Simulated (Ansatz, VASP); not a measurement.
# Two plane-wave programs on Hf2H3

```
Hf H
1.0
     2.63585    1.52181    2.10722
    -2.63585    1.52181    2.10722
     0.00000   -3.04362    2.10722
Hf H
2 3
Direct
  0.25692 0.25692 0.25692
  0.74308 0.74308 0.74308
  0.50000 0.23813 0.76187
  0.76187 0.50000 0.23813
  0.23813 0.76187 0.50000
```

Change from the starting cell: species swapped into the Ni3Se2 type (R32, No. 155).

Alike in both runs: functional PBE; k mesh 12 × 12 × 12; occupations gaussian, width 0.1 eV; no spin polarisation.

Ansatz relaxed the structure, and its values are those at the end. VASP's run is a single point on that final structure, the one shown.

|  | VASP | Ansatz |
| --- | --- | --- |
| version | VASP 6.6.1 | Ansatz 0.2.0 |
| potentials or method | VASP PAW PBE potentials, release 64 (Hf_pv, H), cutoff 520 eV | scalar-relativistic, plane waves, PAW |
| valence electrons in the cell | 23 | 55 |

Ansatz gave:

- gap on the k mesh at the Fermi level (eV): none
- pressure (GPa): 0.0
- rms of the force components (eV/Å): 0.000

Question: What did VASP give for the same quantities?

Answer: gap on the k mesh at the Fermi level (eV): none; pressure (GPa): -0.7; rms of the force components (eV/Å): 0.010.

A gap of «none» marks a metal or a gap that the smearing closes. VASP's potentials hold 23 valence electrons a cell and Ansatz's 55, so a difference there can come from the potentials and not from the codes.

Neither program's run includes spin-orbit coupling.
